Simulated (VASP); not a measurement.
Runs of VASP 6.6.1 on Sn2O5 (cubic X2O5 type). The structure is that of space group Pn-3m (No. 224), or close to it. The cells are those of the table. 

| cell | gap on the mesh (eV) | pressure (GPa) |
| --- | --- | --- |
| a = 5.246 Å, 14 atoms | none | 10.6 |
| a = 5.460 Å, 14 atoms | none | -7.1 |
| a = 5.425 Å, 14 atoms | none | (a) |
| a = 5.390 Å, 14 atoms | none | -2.6 |
| a = 5.355 Å, 14 atoms | none | (b) |

Alike in all rows: task single point; level PBE; potentials or basis VASP PAW PBE potentials, release 64 (Sn_d, O); no spin polarisation; k mesh 10 × 10 × 10; cutoff (eV) 520; smearing fermi-dirac 0.0612256 eV.

Question: Estimate the missing entries.

Answer: (a) -5.0; (b) 0.2.

Caveats: semilocal functionals underestimate gaps, so a narrow gap can read as zero; spin-orbit coupling is left out, which moves the levels of the heavy elements; the cell stands under tension (at least some runs); the cell stands under pressure (at least some runs).

A k mesh can miss the band edges, and the runs leave out spin-orbit coupling on Sn.

A gap of «none» marks levels without a gap at the run's occupations.
